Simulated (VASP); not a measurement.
# TiCo (Pm-3m) in VASP: a series of runs, part 2 of 2

VASP 6.6.1.

## (3) Single point, PBE, non-collinear spin, typed start, spin-orbit coupling

Contents of INCAR:

```
SYSTEM = TiCo
ALGO = Normal
EDIFF = 1E-7
ENCUT = 520
GGA = PE
GGA_COMPAT = .FALSE.
ISIF = 2
ISMEAR = -5
LASPH = .TRUE.
LCHARG = .FALSE.
LMAXMIX = 4
LORBIT = 11
LORBMOM = .TRUE.
LREAL = .FALSE.
LSORBIT = .TRUE.
LWAVE = .FALSE.
MAGMOM = 0 0 0.32 0 0 1.35
NBANDS = 33
NELM = 150
PREC = Accurate
SIGMA = 0.1
```

Contents of KPOINTS:

```
k-points
0
G
  12 12 12
  0 0 0
```

Contents of POSCAR:

```
TiCo
1.0
    2.9850037129      0.0000000000      0.0000000000
    0.0000000000      2.9850037129      0.0000000000
    0.0000000000      0.0000000000      2.9850037129
Ti Co
1 1
Direct
    0.0000000000      0.0000000000      0.0000000000
    0.5000000000      0.5000000000      0.5000000000
```

Potentials or basis: VASP PAW PBE potentials, release 64 (Ti_sv, Co).

Run with:

```sh
$ cat potpaw_PBE.64/Ti_sv/POTCAR potpaw_PBE.64/Co/POTCAR > POTCAR
$ mpirun -np 1 vasp_ncl > vasp.out
```

OUTCAR:

```text
SYSTEM = TiCo
   EDIFF = 1E-7
   ENCUT = 520
   GGA = PE
   ISIF = 2
   ISMEAR = -5
   LASPH = .TRUE.
   LORBIT = 11
   LREAL = .FALSE.
   LSORBIT = .TRUE.
   NELM = 150
   PREC = Accurate

 ion  position               nearest neighbor table
   1  0.000  0.000  0.000-   2 2.59   2 2.59   2 2.59   2 2.59   2 2.59   2 2.59   2 2.59   2 2.59

   2  0.500  0.500  0.500-   1 2.59   1 2.59   1 2.59   1 2.59   1 2.59   1 2.59   1 2.59   1 2.59

  LATTYP: Found a simple cubic cell.
 ALAT       =     2.9850037129

  Lattice vectors:

 A1 = (   2.9850037129,   0.0000000000,   0.0000000000)
 A2 = (   0.0000000000,   2.9850037129,   0.0000000000)
 A3 = (   0.0000000000,   0.0000000000,   2.9850037129)

Analysis of symmetry for initial positions (statically):
=====================================================================
 Subroutine PRICEL returns:
 Original cell was already a primitive cell.

 Routine SETGRP: Setting up the symmetry group for a
 simple cubic supercell.

 Subroutine GETGRP returns: Found 48 space group operations
 (whereof 48 operations were pure point group operations)
 out of a pool of 48 trial point group operations.

The static configuration has the point symmetry O_h .

Analysis of symmetry for dynamics (positions and initial velocities):
=====================================================================
 Subroutine PRICEL returns:
 Original cell was already a primitive cell.

 Routine SETGRP: Setting up the symmetry group for a
 simple cubic supercell.

 Subroutine GETGRP returns: Found 48 space group operations
 (whereof 48 operations were pure point group operations)
 out of a pool of 48 trial point group operations.

The dynamic configuration has the point symmetry O_h .

Analysis of structural, dynamic, and magnetic symmetry:
=====================================================================
 Subroutine PRICEL returns:
 Original cell was already a primitive cell.

 Routine SETGRP: Setting up the symmetry group for a
[... 1078 lines left out ...]
  1        -0.000  -0.000  -0.000
  2         0.000   0.000   0.000
 ----------------------------------------
           -0.000   0.000   0.000

 orbital moment (z)

 # of ion     p       d       tot
 ----------------------------------------
  1         0.000   0.005   0.005
  2         0.000   0.036   0.036
 ----------------------------------------
            0.000   0.041   0.041

 Spin-Orbit-Coupling matrix elements

 Ion:    1  E_soc:     -0.0116631
 l=   1
     0.0000000    -0.0017809    -0.0017809
    -0.0017809     0.0000000    -0.0017809
    -0.0017809    -0.0017809     0.0000000
 l=   2
     0.0000000    -0.0000364     0.0000000    -0.0000364    -0.0001264
    -0.0000364     0.0000000    -0.0000941    -0.0000390    -0.0000313
     0.0000000    -0.0000941     0.0000000    -0.0000941     0.0000000
    -0.0000364    -0.0000390    -0.0000941     0.0000000    -0.0000313
    -0.0001264    -0.0000313     0.0000000    -0.0000313     0.0000000
 l=   3
     0.0000000     0.0000000     0.0000000     0.0000000     0.0000000     0.0000000     0.0000000
     0.0000000     0.0000000     0.0000000     0.0000000     0.0000000     0.0000000     0.0000000
     0.0000000     0.0000000     0.0000000     0.0000000     0.0000000     0.0000000     0.0000000
     0.0000000     0.0000000     0.0000000     0.0000000     0.0000000     0.0000000     0.0000000
     0.0000000     0.0000000     0.0000000     0.0000000     0.0000000     0.0000000     0.0000000
     0.0000000     0.0000000     0.0000000     0.0000000     0.0000000     0.0000000     0.0000000
     0.0000000     0.0000000     0.0000000     0.0000000     0.0000000     0.0000000     0.0000000

 Ion:    2  E_soc:     -0.0158281
 l=   1
     0.0000000    -0.0002788    -0.0002760
    -0.0002788     0.0000000    -0.0002788
    -0.0002760    -0.0002788     0.0000000
 l=   2
     0.0000000    -0.0003324     0.0000000    -0.0003324    -0.0020384
    -0.0003324     0.0000000    -0.0015153    -0.0003356    -0.0005055
     0.0000000    -0.0015153     0.0000000    -0.0015153     0.0000000
    -0.0003324    -0.0003356    -0.0015153     0.0000000    -0.0005055
    -0.0020384    -0.0005055     0.0000000    -0.0005055     0.0000000
 l=   3
     0.0000000     0.0000000     0.0000000     0.0000000     0.0000000     0.0000000     0.0000000
     0.0000000     0.0000000     0.0000000     0.0000000     0.0000000     0.0000000     0.0000000
     0.0000000     0.0000000     0.0000000     0.0000000     0.0000000     0.0000000     0.0000000
     0.0000000     0.0000000     0.0000000     0.0000000     0.0000000     0.0000000     0.0000000
     0.0000000     0.0000000     0.0000000     0.0000000     0.0000000     0.0000000     0.0000000
     0.0000000     0.0000000     0.0000000     0.0000000     0.0000000     0.0000000     0.0000000
     0.0000000     0.0000000     0.0000000     0.0000000     0.0000000     0.0000000     0.0000000

 total charge

# of ion       s       p       d       tot
------------------------------------------
    1        2.248   6.182   1.856  10.286
    2        0.526   0.465   7.296   8.288
--------------------------------------------------
tot          2.774   6.647   9.153  18.574

 magnetization (x)

# of ion       s       p       d       tot
------------------------------------------
    1        0.000  -0.000   0.000  -0.000
    2       -0.000   0.000   0.000   0.000
--------------------------------------------------
tot         -0.000  -0.000   0.000  -0.000

 magnetization (y)

# of ion       s       p       d       tot
------------------------------------------
    1        0.000   0.000  -0.000  -0.000
    2        0.000  -0.000   0.000  -0.000
--------------------------------------------------
tot          0.000  -0.000  -0.000  -0.000

 magnetization (z)

# of ion       s       p       d       tot
------------------------------------------
    1       -0.002  -0.012  -0.012  -0.027
    2        0.029  -0.002   0.948   0.975
--------------------------------------------------
tot          0.027  -0.014   0.936   0.948
```

OSZICAR:

```text
N       E                     dE             d eps       ncg     rms          rms(c)
[... 38 lines left out ...]
DAV:  39    -0.156891525222E+02    0.63222E-05   -0.76631E-06 15802   0.248E-02    0.424E-03
DAV:  40    -0.156891496016E+02    0.29207E-05   -0.81370E-06 15800   0.277E-02    0.342E-03
DAV:  41    -0.156891490081E+02    0.59350E-06   -0.94764E-06 16306   0.295E-02    0.348E-03
DAV:  42    -0.156891435487E+02    0.54594E-05   -0.12479E-05 16047   0.339E-02    0.226E-03
DAV:  43    -0.156891405855E+02    0.29631E-05   -0.24544E-05 17752   0.434E-02    0.176E-03
DAV:  44    -0.156891394948E+02    0.10908E-05   -0.38831E-06 16077   0.176E-02    0.217E-03
DAV:  45    -0.156891395362E+02   -0.41418E-07   -0.18877E-07 16911   0.399E-03
   1 F= -.15689140E+02 E0= -.15689140E+02  d E =0.000000E+00  mag=     0.0000    -0.0000     0.9018
```

It took 27 min on 1 thread of Oxide Virtual Turin-like, shared host; peak memory 0.46 GiB.

Results:

* Free energy: -15.6891 eV
* Pressure: -0.2 GPa
* Net moment: 0.90 μB per cell
* Valence electrons inside the program's atomic spheres: Ti 10.29; Co 8.29

Moments on the atoms (μB; x, y, z):
```
Ti   0.00  0.00 -0.03
Co   0.00  0.00  0.97
```
